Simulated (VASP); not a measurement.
A run of VASP 6.6.1:

The input INCAR:

```
PREC     = Accurate       # precision mode
ENCUT    = 910            # plane-wave cutoff, eV
EDIFF    = 1E-6           # SCF threshold, eV
ISMEAR   = -1             # smearing method
SIGMA    = 0.05           # smearing width, eV
LREAL    = F              # projectors in reciprocal space
LASPH    = T              # aspherical terms in the spheres
NELM     = 120            # most SCF steps
ALGO     = Normal         # electronic algorithm
ISIF     = 2              # what is computed and relaxed
LWAVE    = F              # write WAVECAR
LCHARG   = F              # write CHGCAR
GGA      = PS             # functional
NBANDS   = 11             # bands
GGA_COMPAT= F
```

Contents of KPOINTS:

```
regular mesh
0
Gamma
  13 13 13
```

File POSCAR:

```
C
1.0
    0.0000000000      1.7951807415      1.7951807415
    1.7951807415      0.0000000000      1.7951807415
    1.7951807415      1.7951807415      0.0000000000
C
2
Direct
    0.7500000000      0.7500000000      0.7500000000
    0.5000000000      0.5000000000      0.5000000000
```

Potentials or basis: VASP PAW PBE potentials, release 64 (C_h).

Launch:

```bash
$ cat potpaw_PBE.64/C_h/POTCAR > POTCAR
$ mpirun -np 1 vasp_std > vasp.out
```

Hardware: 1 thread of AMD EPYC 9R14 (Zen 4), with other jobs on the host.

Task: Estimate the wall time of this run.

Result: Wall time 17 s on 1 thread of AMD EPYC 9R14 (Zen 4), on a shared host, peak memory 0.12 GiB. Counts: scf iterations 11, k points 84.
